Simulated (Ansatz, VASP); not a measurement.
## BN: VASP beside Ansatz

```
CELL_PARAMETERS angstrom
2.55394 0.00000 0.00000
-1.27697 2.21178 0.00000
0.00000 0.00000 4.22685
ATOMIC_POSITIONS crystal
B 0.66667 0.33333 0.99972
B 0.33333 0.66667 0.49972
N 0.71034 0.36530 0.57796
N 0.33333 0.66667 0.12528
```

Alike in both runs: task single point; functional PBE; k mesh 12 × 12 × 6; occupations gaussian, width 0.05 eV; no spin polarisation.

|  | VASP | Ansatz |
| --- | --- | --- |
| version | VASP 6.6.1 | Ansatz 0.2.0 |
| potentials or method | VASP PAW PBE potentials, release 64 (B, N), cutoff 520 eV | scalar-relativistic, plane waves, PAW |
| valence electrons in the cell | 16 | 16 |

VASP gave:

| Property | Result |
| --- | --- |
| gap on the k mesh at the Fermi level (eV) | 4.99 |
| least direct gap on the mesh (eV) | 6.56 |
| pressure (GPa) | 9.5 |
| traceless stress, the component that is largest in VASP (GPa) | -6.73 |
| rms of the force components (eV/Å) | 2.592 |

Which values does Ansatz return?

gap on the k mesh at the Fermi level (eV): 4.99; least direct gap on the mesh (eV): 6.56; pressure (GPa): 9.3; traceless stress, the component that is largest in VASP (GPa): -6.74; rms of the force components (eV/Å): 2.588.

Atom by atom the forces differ by 0.007 eV/Å (rms over components). The functional is the same, so the differences come from potentials, cutoffs and numerics.
